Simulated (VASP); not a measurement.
Wanted: the native input for a VASP 6.6.1 run.

| Property | Result |
| --- | --- |
| Task | relaxation of cell and atoms |
| Functional | PBEsol |
| Potentials or basis | VASP PAW PBE potentials, release 64 (Au) |
| Cutoff | 600 eV |
| k mesh | 20 × 20 × 20 |
| Occupations | methfessel-paxton, width 0.1 eV |
| Spin | no spin polarisation |
| Dipole correction | no |
| Further INCAR settings | ALGO = Normal; EDIFF = 1e-06; IBRION = 2; EDIFFG = -0.005; NSW = 80; ISIF = 3 |

The structure of Au lies in POSCAR:

```
Au
1.0
    0.0000000000      2.0500000000      2.0500000000
    2.0500000000      0.0000000000      2.0500000000
    2.0500000000      2.0500000000      0.0000000000
Au
1
Direct
    0.0000000000      0.0000000000      0.0000000000
```

The input as run:

INCAR

```
SYSTEM = Au
ALGO = Normal ; EDIFF = 1E-6
EDIFFG = -0.005 ; ENCUT = 600
GGA = PS ; IBRION = 2
ISIF = 3 ; ISMEAR = 1
LASPH = .True. ; LCHARG = .False.
LREAL = .False. ; LWAVE = .False.
NELM = 100 ; NSW = 80
PREC = Accurate ; SIGMA = 0.1
```

KPOINTS

```
k-points
0
Gamma
  20 20 20
  0 0 0
```

Potentials or basis: VASP PAW PBE potentials, release 64 (Au).

Run with:

```bash
$ cat potpaw_PBE.64/Au/POTCAR > POTCAR
$ mpirun -np 1 vasp_std > vasp.out
```

Results of the run:

| Property | Result |
| --- | --- |
| Relaxed volume | 17.01 Å³/atom |
| Relaxed cell | a = 2.887 Å, b = 2.887 Å, c = 2.887 Å, α = 60.00°, β = 60.00°, γ = 60.00° |
| Space group after relaxing (to 0.1 Å) | Fm-3m (No. 225) |
| Energy gained by relaxing | 1.6 meV/atom |
| Ionic steps | 3 |
| Pressure after relaxing | 0.0 GPa |
| Band gap on the k mesh | zero (an odd number of electrons rules out a gap without spin polarisation) |

Caveat: the PAW data sets were made with another functional, which shifts forces and pressure a little; spin-orbit coupling is left out, which moves the levels of the heavy elements.

Wall time 82 s on 1 thread of Intel Xeon 8259CL, on a shared host, peak memory 0.19 GiB.
